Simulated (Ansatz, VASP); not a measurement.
## One calculation of S, two programs

```
S
1.0
    -1.97348    1.97348    6.67794
     1.97348   -1.97348    6.67794
     1.97348    1.97348   -6.67794
S
4
Cartesian
  0.0000 0.0000 10.5779
  0.0000 1.9735 0.5609
  0.0000 0.0000 2.7780
  0.0000 1.9735 6.1170
```

Alike in both runs: task relaxation of cell and atoms; functional PBE; k mesh 6 × 6 × 6; occupations gaussian, width 0.1 eV; no spin polarisation.

```csv
,VASP,Ansatz
version,VASP 6.6.1,Ansatz 0.2.0
potentials or method,"VASP PAW PBE potentials, release 64 (S), cutoff 600 eV","scalar-relativistic, plane waves, PAW"
valence electrons in the cell,24,24
```

|  | VASP | Ansatz | Ansatz less VASP |
| --- | --- | --- | --- |
| gap on the k mesh at the Fermi level, each at its own relaxed structure (eV) | none | none | - |
| relaxed volume (Å³/atom) | 23.70 | 24.34 | +0.646 |
| relaxed cell length with the largest relative difference (Å) | 9.280 | 9.516 | +0.2356 |

A gap of «none» marks a metal or a gap that the smearing closes.

The k mesh is coarse, so the values compare programs but aren't converged.
